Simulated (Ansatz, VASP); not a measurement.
## HCN: VASP beside Ansatz

```
CELL_PARAMETERS angstrom
-2.31606 2.31606 2.15990
2.31606 -2.31606 2.15990
2.31606 2.31606 -2.15990
ATOMIC_POSITIONS crystal
N 0.27193 0.27193 0.00000
C 0.00367 0.00367 0.00000
H 0.75210 0.75210 0.00000
```

Alike in both runs: task single point; functional PBE-based screened hybrid; k mesh 4 × 4 × 4; occupations fermi-dirac, width 0.05 eV; no spin polarisation.

|  | VASP | Ansatz |
| --- | --- | --- |
| version | VASP 6.6.1 | Ansatz 0.2.0 |
| potentials or method | VASP PAW PBE potentials, release 64 (N, C, H) | Ansatz PAW |
| plane-wave cutoff (eV) | 520 | 420 |
| valence electrons in the cell | 10 | 10 |

VASP gave:

```
gap on the k mesh at the Fermi level (eV)                     : 9.90
least direct gap on the mesh (eV)                             : 10.33
pressure (GPa)                                                : -4.0
traceless stress, the component that is largest in VASP (GPa) : -7.92
rms of the force components (eV/Å)                            : 1.085
```

Q: What did Ansatz give for the same quantities?

A: gap on the k mesh at the Fermi level (eV): 9.88; least direct gap on the mesh (eV): 10.31; pressure (GPa): -4.8; traceless stress, the component that is largest in VASP (GPa): -9.71; rms of the force components (eV/Å): 1.407.

VASP's potentials were made for PBE, not for PBE-based screened hybrid. Atom by atom the forces differ by 0.324 eV/Å (rms over components). With one functional, cell and mesh, what is left measures potentials, basis and numerics.

The k mesh is coarse, so the values compare programs but aren't converged. Noted on VASP's run: the standard files for N, O and F lose accuracy on very short bonds.
